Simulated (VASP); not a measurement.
# ZrB2 (P6/mmm) in VASP: a series of runs

Runs on ZrB2. Level: PBE. Tasks: single point.

Program: VASP 6.6.1. These are calculated values, not measurements. Logs are shortened: lines on timing, memory, paths and dates and some standing lists are left out, and cuts for length are marked.

## 1. The cell of the first run

Symmetry: P6/mmm, No. 191, hexagonal system. The conventional cell has a = 3.110 Å, b = 3.110 Å, c = 3.462 Å, α = 90.00°, β = 90.00°, γ = 120.00°. Zr (site symmetry 6/mmm) has 12 B at 2.49 Å and 6 Zr at 3.11 Å within 3.3 Å. Within 2.4 Å of B (site symmetry -6m2) lie 3 B at 1.80 Å.

## 2. Single point, PBE (volume scaled by 0.94, then relaxed in part)

Contents of INCAR:

```
SYSTEM = ZrB2
  PREC = Accurate
  ENCUT = 520
  EDIFF = 1E-7
  ISMEAR = 0
  SIGMA = 0.1
  LREAL = .FALSE.
  LASPH = .TRUE.
  NELM = 100
  ALGO = Normal
  ISIF = 2
  LWAVE = .FALSE.
  LCHARG = .FALSE.
  GGA = PE
  NBANDS = 16
```

Contents of KPOINTS:

```
Automatic mesh
0
G
  15 15 12
  0 0 0
```

Contents of POSCAR:

```
ZrB2
1.0
    3.1100670098      0.0000000000      0.0000000000
   -1.5550335049      2.6933970380      0.0000000000
    0.0000000000      0.0000000000      3.4618747316
Zr B
1 2
Direct
    0.0000000000      0.0000000000      0.0000000000
    0.3333333333      0.6666666667      0.5000000000
    0.6666666667      0.3333333333      0.5000000000
```

Potentials or basis: VASP PAW PBE potentials, release 64 (Zr_sv, B).

The run is started by

```
$ cat potpaw_PBE.64/Zr_sv/POTCAR potpaw_PBE.64/B/POTCAR > POTCAR
$ mpirun -np 1 vasp_std > vasp.out
```

OUTCAR:

```text
SYSTEM = ZrB2
   PREC = Accurate
   ENCUT = 520
   EDIFF = 1E-7
   ISMEAR = 0
   LREAL = .FALSE.
   LASPH = .TRUE.
   NELM = 100
   ISIF = 2
   GGA = PE

 ion  position               nearest neighbor table
   1  0.000  0.000  0.000-   2 2.49   3 2.49   2 2.49   3 2.49   3 2.49   3 2.49   2 2.49   2 2.49
                             3 2.49   3 2.49   2 2.49   2 2.49
   2  0.333  0.667  0.500-   3 1.80   3 1.80   3 1.80   1 2.49   1 2.49   1 2.49   1 2.49   1 2.49
                             1 2.49
   3  0.667  0.333  0.500-   2 1.80   2 1.80   2 1.80   1 2.49   1 2.49   1 2.49   1 2.49   1 2.49
                             1 2.49

  LATTYP: Found a hexagonal cell.
 ALAT       =     3.1100670098
 C/A-ratio  =     1.1131190166

  Lattice vectors:

 A1 = (   3.1100670098,   0.0000000000,   0.0000000000)
 A2 = (  -1.5550335049,   2.6933970380,   0.0000000000)
 A3 = (   0.0000000000,   0.0000000000,   3.4618747316)

Analysis of symmetry for initial positions (statically):
=====================================================================
 Subroutine PRICEL returns:
 Original cell was already a primitive cell.

 Routine SETGRP: Setting up the symmetry group for a
 hexagonal supercell.

 Subroutine GETGRP returns: Found 24 space group operations
 (whereof 24 operations were pure point group operations)
 out of a pool of 24 trial point group operations.

The static configuration has the point symmetry D_6h.

Analysis of symmetry for dynamics (positions and initial velocities):
=====================================================================
 Subroutine PRICEL returns:
 Original cell was already a primitive cell.

 Routine SETGRP: Setting up the symmetry group for a
 hexagonal supercell.

 Subroutine GETGRP returns: Found 24 space group operations
 (whereof 24 operations were pure point group operations)
 out of a pool of 24 trial point group operations.

The dynamic configuration has the point symmetry D_6h.

 Subroutine INISYM returns: Found 24 space group operations
 (whereof 24 operations are pure point group operations),
 and found     1 'primitive' translations

----------------------------------------------------------------------------------------

                                     Primitive cell

  volume of cell :      28.9989

  direct lattice vectors                    reciprocal lattice vectors
     3.110067010  0.000000000  0.000000000     0.321536480  0.185639173  0.000000000
    -1.555033505  2.693397038  0.000000000     0.000000000  0.371278347  0.000000000
     0.000000000  0.000000000  3.461874732     0.000000000  0.000000000  0.288860828
[... 90 lines left out ...]
   IBRION =     -1    ionic relax: 0-MD 1-quasi-New 2-CG
   NFREE  =      0    steps in history (QN), initial steepest desc. (CG)
   ISIF   =      2    stress and relaxation
   ISYM   =      2    0-nonsym 1-usesym 2-fastsym
   POTIM  = 0.5000    time-step for ionic-motion
   TEBEG  =    0.0;   TEEND  =   0.0 temperature during run
   PSTRESS=    0.0 pullay stress
   NELECT =      18.0000    total number of electrons
   NUPDOWN=      -1.0000    fix difference up-down
   EMIN   =  10.00;   EMAX   =-10.00  energy-range for DOS
   EFERMI =   0.00;   METHOD = LEGACY
   ISMEAR =     0;   SIGMA  =   0.10  broadening in eV -4-tet -1-fermi 0-gaus
   EFERMI_NEDOS =   21; number of points for ismear=-14 and -15
   IALGO  =     38    algorithm
   IMIX   =      4    mixing-type and parameters
     AMIX     =   0.40;   BMIX     =  1.00
     AMIX_MAG =   1.60;   BMIX_MAG =  1.00
  volume/ion in A,a.u.               =       9.67        65.23
  Fermi-wavevector in a.u.,A,eV,Ry     =   1.396492  2.638988 26.533951  1.950190
  Thomas-Fermi vector in A             =   2.519841
   LORBIT       =      0    0 simple, 1 ext, 2 COOP (PROOUT), +10 PAW based schemes
   GGA     = PE    functional components
   LHFCALC =     F    Hartree Fock is set to
   AEXX    =    0.0000 exact exchange contribution
   IVDW    =     0    specifies the selected vdW correction
   LEPSILON=     F    determine dielectric tensor
   LRPA    =     F    only Hartree local field effects (RPA)
 non-spin polarized calculation
 Gauss-broadening in eV      SIGMA  =   0.10
  energy-cutoff  :      520.00
  volume of cell :       29.00
 maximum number of plane-waves:       792
 NGX is ok and might be reduce to    24
   NGX = 11   NGY = 11   NGZ = 13

 number of electron      18.0000000 magnetization

 Free energy of the ion-electron system (eV)
  ---------------------------------------------------
  ext. energy  EPLUGINS =         0.00000000
  ---------------------------------------------------
  free energy    TOTEN  =       -24.88490726 eV

  energy without entropy =      -24.88386906  energy(sigma->0) =      -24.88438816

 E-fermi :  11.1788     XC(G=0): -12.7207

 val. band max:       11.1510417774   @ k =   0.0667   0.0667   0.4167
 cond. band min:      11.1827535606   @ k =   0.4000   0.1333   0.0000
 fundamental gap:      0.0317117832
 Fermi energy:        11.1787779861

 k-point     1 :       0.0000    0.0000    0.0000
  band No.  band energies     occupation
      1     -37.2538      2.00000
      2     -15.4772      2.00000
      3     -14.8299      2.00000
      4     -14.8299      2.00000
      5      -1.8120      2.00000
      6       8.4279      2.00000
[... 433 lines left out ...]
      3     -15.3475      2.00000
      4     -15.2434      2.00000
      5       2.6406      2.00000
      6       2.9028      2.00000
[... 8 lines left out ...]
     15      21.2485      0.00000
     16      21.4436      0.00000

 [... further k-points ...]

------------------------ aborting loop because EDIFF is reached ----------------------------------------

  FORCE on cell =-STRESS in cart. coord.  units (eV):
  Direction    XX          YY          ZZ          XY          YZ          ZX
  --------------------------------------------------------------------------------------
  -------------------------------------------------------------------------------------
  Total        3.0360333      3.0360333      3.0497909      0.0000000     -0.0000000      0.0000000
  in kB      167.7396168    167.7396168    168.4997152      0.0000000     -0.0000000      0.0000000
  external PRESSURE =     167.9929829 kB  Pullay stress =       0.0000000 kB

 VOLUME and BASIS-vectors are now :
 -----------------------------------------------------------------------------
  energy-cutoff  :      520.00
  volume of cell :       29.00
      direct lattice vectors                 reciprocal lattice vectors
     3.110067010  0.000000000  0.000000000     0.321536480  0.185639173  0.000000000
    -1.555033505  2.693397038  0.000000000     0.000000000  0.371278347  0.000000000
     0.000000000  0.000000000  3.461874732     0.000000000  0.000000000  0.288860828

 POSITION                                       TOTAL-FORCE (eV/Angst)
 -----------------------------------------------------------------------------------
      0.00000      0.00000      0.00000        -0.000000     -0.000000      0.000000
     -0.00000      1.79560      1.73094        -0.000000      0.000000      0.000000
      1.55503      0.89780      1.73094         0.000000     -0.000000      0.000000
 -----------------------------------------------------------------------------------
    total drift:                               -0.000000      0.000000     -0.000000

  FREE ENERGIE OF THE ION-ELECTRON SYSTEM (eV)
  ---------------------------------------------------
  free  energy   TOTEN  =       -24.8849072557 eV

  energy  without entropy=      -24.8838690555  energy(sigma->0) =      -24.88438816
```

OSZICAR:

```text
N       E                     dE             d eps       ncg     rms          rms(c)
DAV:   1     0.106471530771E+03    0.10647E+03   -0.98300E+03  6048   0.113E+03
DAV:   2    -0.235878018467E+02   -0.13006E+03   -0.12486E+03  8032   0.296E+02
DAV:   3    -0.275901312263E+02   -0.40023E+01   -0.39854E+01  9000   0.453E+01
DAV:   4    -0.276494695910E+02   -0.59338E-01   -0.59325E-01  7552   0.501E+00
DAV:   5    -0.276507415003E+02   -0.12719E-02   -0.12719E-02  8984   0.495E-01    0.244E+01
DAV:   6    -0.249378009401E+02    0.27129E+01   -0.57837E+00  7808   0.167E+01    0.100E+01
DAV:   7    -0.248850475993E+02    0.52753E-01   -0.65681E-01  8392   0.521E+00    0.359E+00
DAV:   8    -0.248898389186E+02   -0.47913E-02   -0.11224E-01  7304   0.275E+00    0.415E-01
DAV:   9    -0.248852653729E+02    0.45735E-02   -0.21879E-02  7360   0.115E+00    0.217E-01
DAV:  10    -0.248849033645E+02    0.36201E-03   -0.18500E-03  7008   0.402E-01    0.396E-02
DAV:  11    -0.248849094827E+02   -0.61181E-05   -0.62608E-05  7920   0.764E-02    0.131E-02
DAV:  12    -0.248849072349E+02    0.22478E-05   -0.31925E-06  7552   0.159E-02    0.641E-03
DAV:  13    -0.248849072557E+02   -0.20812E-07   -0.40549E-07  8056   0.603E-03
   1 F= -.24884907E+02 E0= -.24884388E+02  d E =-.103820E-02
```

stdout:

```text
POSCAR found type information on POSCAR ZrB
 POSCAR found :  2 types and       3 ions
 scaLAPACK will be used
 LDA part: xc-table for (Slater+PW92), standard interpolation
 POSCAR, INCAR and KPOINTS ok, starting setup
 FFT: planning ... GRIDC
 FFT: planning ... GRID_SOFT
 FFT: planning ... GRID
 WAVECAR not read
 entering main loop
```

Wall time 54 s (1 thread of Intel Xeon 6975P-C, shared host); peak memory 0.21 GiB.

What came out:

```yaml
Free_energy: -24.8849 eV
Pressure: 16.8 GPa
Band_gap_on_the_k_mesh: zero (band 9 reaches 11.99 eV, above the bottom of band 10 at 10.93 eV)
```

Stress tensor (GPa, compression positive):
```
16.77  0.00  0.00
 0.00 16.77  0.00
 0.00  0.00 16.85
```

Levels at points of the mesh, in eV from the Fermi level:
| k point | band 5 | band 6 | band 7 | band 8 | band 9 | band 10 | band 11 | band 12 | band 13 | band 14 |
| --- | --- | --- | --- | --- | --- | --- | --- | --- | --- | --- |
| (0.00, 0.00, 0.00) | -12.99 | -2.75 | -2.75 | -2.71 | -2.29 | 3.68 | 3.68 | 4.50 | 4.50 | 5.24 |
| (0.00, 0.00, 0.50) | -10.72 | -7.11 | -0.99 | -0.99 | 0.34 | 0.34 | 0.84 | 0.84 | 2.01 | 5.19 |

## 3. Single point, PBE (volume scaled by 0.97, then relaxed in part)

Contents of INCAR:

```
SYSTEM = ZrB2
PREC = Accurate
ENCUT = 520
EDIFF = 1E-6
ISMEAR = 0
SIGMA = 0.1
LREAL = .FALSE.
LASPH = .TRUE.
NELM = 60
ALGO = Normal
ISIF = 2
LWAVE = .FALSE.
LCHARG = .FALSE.
GGA = PE
NBANDS = 16
```

Contents of KPOINTS:

```
regular mesh
0
G
  15 15 12
  0 0 0
```

Contents of POSCAR:

```
ZrB2
1.0
    3.1410324255      0.0000000000      0.0000000000
   -1.5705162127      2.7202138746      0.0000000000
    0.0000000000      0.0000000000      3.5022720884
Zr B
1 2
Direct
    0.0000000000      0.0000000000      0.0000000000
    0.3333333333      0.6666666667      0.5000000000
    0.6666666667      0.3333333333      0.5000000000
```

Potentials or basis: VASP PAW PBE potentials, release 64 (Zr_sv, B).

The run is started by

```
$ cat potpaw_PBE.64/Zr_sv/POTCAR potpaw_PBE.64/B/POTCAR > POTCAR
$ mpirun -np 1 vasp_std > vasp.out
```

It took 50 s on 1 thread of Intel Xeon 6975P-C, shared host; peak memory 0.21 GiB.

Results (log left out):

| Quantity | Value |
| --- | --- |
| Free energy | -24.9561 eV |
| Pressure | 7.8 GPa |
| Band gap on the k mesh | zero (band 9 reaches 11.62 eV, above the bottom of band 10 at 10.59 eV) |

Levels at points of the mesh, in eV from the Fermi level:
```tsv
k point	band 5	band 6	band 7	band 8	band 9	band 10	band 11	band 12	band 13	band 14
(0.00, 0.00, 0.00)	-12.85	-2.68	-2.68	-2.64	-2.33	3.53	3.53	4.32	4.32	5.05
(0.00, 0.00, 0.50)	-10.72	-7.03	-0.97	-0.97	0.35	0.35	0.81	0.81	1.90	5.12
```

## 4. Single point, PBE (volume scaled by 1.03, then relaxed in part)

Contents of INCAR:

```
SYSTEM = ZrB2
PREC     = Accurate       ! precision mode
ENCUT    = 520            ! plane-wave cutoff, eV
EDIFF    = 1E-7           ! SCF threshold, eV
ISMEAR   = 0              ! smearing method
SIGMA    = 0.1            ! smearing width, eV
LREAL    = .False.        ! projectors in reciprocal space
LASPH    = .True.         ! aspherical terms in the spheres
NELM     = 100            ! most SCF steps
ALGO     = Normal         ! electronic algorithm
ISIF     = 2              ! what is computed and relaxed
LWAVE    = .False.        ! write WAVECAR
LCHARG   = .False.        ! write CHGCAR
GGA      = PE             ! functional
NBANDS   = 16             ! bands
```

Contents of KPOINTS:

```
regular mesh
0
Gamma
  15 15 12
  0 0 0
```

Contents of POSCAR:

```
ZrB2
1.0
    3.2002590515      0.0000000000      0.0000000000
   -1.6001295258      2.7715056373      0.0000000000
    0.0000000000      0.0000000000      3.5825308896
Zr B
1 2
Direct
    0.0000000000      0.0000000000      0.0000000000
    0.3333333333      0.6666666667      0.5000000000
    0.6666666667      0.3333333333      0.5000000000
```

Potentials or basis: VASP PAW PBE potentials, release 64 (Zr_sv, B).

The run is started by

```
$ cat potpaw_PBE.64/Zr_sv/POTCAR potpaw_PBE.64/B/POTCAR > POTCAR
$ mpirun -np 1 vasp_std > vasp.out
```

OUTCAR:

```text
SYSTEM = ZrB2
   PREC = Accurate
   ENCUT = 520
   EDIFF = 1E-7
   ISMEAR = 0
   LREAL = .False.
   LASPH = .True.
   NELM = 100
   ISIF = 2
   GGA = PE

 ion  position               nearest neighbor table
   1  0.000  0.000  0.000-   2 2.57   3 2.57   2 2.57   3 2.57   3 2.57   3 2.57   2 2.57   2 2.57
                             3 2.57   3 2.57   2 2.57   2 2.57
   2  0.333  0.667  0.500-   3 1.85   3 1.85   3 1.85   1 2.57   1 2.57   1 2.57   1 2.57   1 2.57
                             1 2.57
   3  0.667  0.333  0.500-   2 1.85   2 1.85   2 1.85   1 2.57   1 2.57   1 2.57   1 2.57   1 2.57
                             1 2.57

  LATTYP: Found a hexagonal cell.
 ALAT       =     3.2002590515
 C/A-ratio  =     1.1194502795

  Lattice vectors:

 A1 = (   3.2002590515,   0.0000000000,   0.0000000000)
 A2 = (  -1.6001295258,   2.7715056373,   0.0000000000)
 A3 = (   0.0000000000,   0.0000000000,   3.5825308896)

Analysis of symmetry for initial positions (statically):
=====================================================================
 Subroutine PRICEL returns:
 Original cell was already a primitive cell.

 Routine SETGRP: Setting up the symmetry group for a
 hexagonal supercell.

 Subroutine GETGRP returns: Found 24 space group operations
 (whereof 24 operations were pure point group operations)
 out of a pool of 24 trial point group operations.

The static configuration has the point symmetry D_6h.

Analysis of symmetry for dynamics (positions and initial velocities):
=====================================================================
 Subroutine PRICEL returns:
 Original cell was already a primitive cell.

 Routine SETGRP: Setting up the symmetry group for a
 hexagonal supercell.

 Subroutine GETGRP returns: Found 24 space group operations
 (whereof 24 operations were pure point group operations)
 out of a pool of 24 trial point group operations.

The dynamic configuration has the point symmetry D_6h.

 Subroutine INISYM returns: Found 24 space group operations
 (whereof 24 operations are pure point group operations),
 and found     1 'primitive' translations

[... 121 lines left out ...]
   GGA     = PE    functional components
   LHFCALC =     F    Hartree Fock is set to
   AEXX    =    0.0000 exact exchange contribution
   IVDW    =     0    specifies the selected vdW correction
   LEPSILON=     F    determine dielectric tensor
   LRPA    =     F    only Hartree local field effects (RPA)
 non-spin polarized calculation
 Gauss-broadening in eV      SIGMA  =   0.10
  energy-cutoff  :      520.00
  volume of cell :       31.78
 maximum number of plane-waves:       876
 NGX is ok and might be reduce to    24
   NGX = 11   NGY = 11   NGZ = 13

 number of electron      18.0000000 magnetization

 Free energy of the ion-electron system (eV)
  ---------------------------------------------------
  ext. energy  EPLUGINS =         0.00000000
  ---------------------------------------------------
  free energy    TOTEN  =       -24.96092720 eV

  energy without entropy =      -24.95979087  energy(sigma->0) =      -24.96035903

 E-fermi :  10.1581     XC(G=0): -12.2889

 val. band max:       10.1564862179   @ k =   0.0667   0.0667   0.4167
 cond. band min:      10.1792125195   @ k =   0.1333   0.1333   0.2500
 fundamental gap:      0.0227263016
 Fermi energy:        10.1580865472

 k-point     1 :       0.0000    0.0000    0.0000
  band No.  band energies     occupation
      1     -38.5832      2.00000
      2     -16.7537      2.00000
      3     -16.2375      2.00000
      4     -16.2375      2.00000
      5      -2.4152      2.00000
      6       7.6275      2.00000
[... 433 lines left out ...]
      3     -16.6221      2.00000
      4     -16.5866      2.00000
      5       1.9375      2.00000
      6       1.9409      2.00000
[... 8 lines left out ...]
     15      19.1858      0.00000
     16      19.4546      0.00000

 [... further k-points ...]

------------------------ aborting loop because EDIFF is reached ----------------------------------------

  FORCE on cell =-STRESS in cart. coord.  units (eV):
  Direction    XX          YY          ZZ          XY          YZ          ZX
  --------------------------------------------------------------------------------------
  -------------------------------------------------------------------------------------
  Total       -1.2976702     -1.2976702     -1.2864429      0.0000000      0.0000000      0.0000000
  in kB      -65.4310781    -65.4310781    -64.8649749      0.0000000      0.0000000      0.0000000
  external PRESSURE =     -65.2423770 kB  Pullay stress =       0.0000000 kB

 VOLUME and BASIS-vectors are now :
 -----------------------------------------------------------------------------
  energy-cutoff  :      520.00
  volume of cell :       31.78
      direct lattice vectors                 reciprocal lattice vectors
     3.200259051  0.000000000  0.000000000     0.312474704  0.180407355  0.000000000
    -1.600129526  2.771505637  0.000000000     0.000000000  0.360814709  0.000000000
     0.000000000  0.000000000  3.582530890     0.000000000  0.000000000  0.279132276

 POSITION                                       TOTAL-FORCE (eV/Angst)
 -----------------------------------------------------------------------------------
      0.00000      0.00000      0.00000         0.000000      0.000000      0.000000
     -0.00000      1.84767      1.79127         0.000000      0.000000      0.000000
      1.60013      0.92384      1.79127        -0.000000      0.000000      0.000000
 -----------------------------------------------------------------------------------
    total drift:                               -0.000000      0.000000      0.000000

  FREE ENERGIE OF THE ION-ELECTRON SYSTEM (eV)
  ---------------------------------------------------
  free  energy   TOTEN  =       -24.9609271954 eV

  energy  without entropy=      -24.9597908665  energy(sigma->0) =      -24.96035903
```

OSZICAR:

```text
N       E                     dE             d eps       ncg     rms          rms(c)
DAV:   1     0.104123282992E+03    0.10412E+03   -0.96319E+03  6048   0.112E+03
DAV:   2    -0.233391731840E+02   -0.12746E+03   -0.12263E+03  7896   0.288E+02
DAV:   3    -0.275444848298E+02   -0.42053E+01   -0.41850E+01  9528   0.451E+01
DAV:   4    -0.276110236200E+02   -0.66539E-01   -0.66529E-01  7312   0.505E+00
DAV:   5    -0.276123569767E+02   -0.13334E-02   -0.13333E-02  9120   0.510E-01    0.200E+01
DAV:   6    -0.250025131379E+02    0.26098E+01   -0.59997E+00  7784   0.159E+01    0.793E+00
DAV:   7    -0.249626437588E+02    0.39869E-01   -0.56810E-01  8328   0.472E+00    0.297E+00
DAV:   8    -0.249648029525E+02   -0.21592E-02   -0.87021E-02  7192   0.231E+00    0.381E-01
DAV:   9    -0.249613053485E+02    0.34976E-02   -0.19673E-02  7576   0.998E-01    0.220E-01
DAV:  10    -0.249609209232E+02    0.38443E-03   -0.20320E-03  7096   0.401E-01    0.333E-02
DAV:  11    -0.249609293524E+02   -0.84292E-05   -0.70722E-05  7448   0.803E-02    0.107E-02
DAV:  12    -0.249609271577E+02    0.21947E-05   -0.30655E-06  7960   0.141E-02    0.582E-03
DAV:  13    -0.249609271954E+02   -0.37677E-07   -0.26601E-07  7072   0.509E-03
   1 F= -.24960927E+02 E0= -.24960359E+02  d E =-.113633E-02
```

Wall time 52 s (1 thread of Intel Xeon 6975P-C, shared host); peak memory 0.22 GiB.

Results:

- Free energy: -24.9609 eV
- Pressure: -6.5 GPa
- Band gap on the k mesh: zero (band 9 reaches 10.94 eV, above the bottom of band 10 at 9.94 eV)

(Continued in part 2 of 2.)
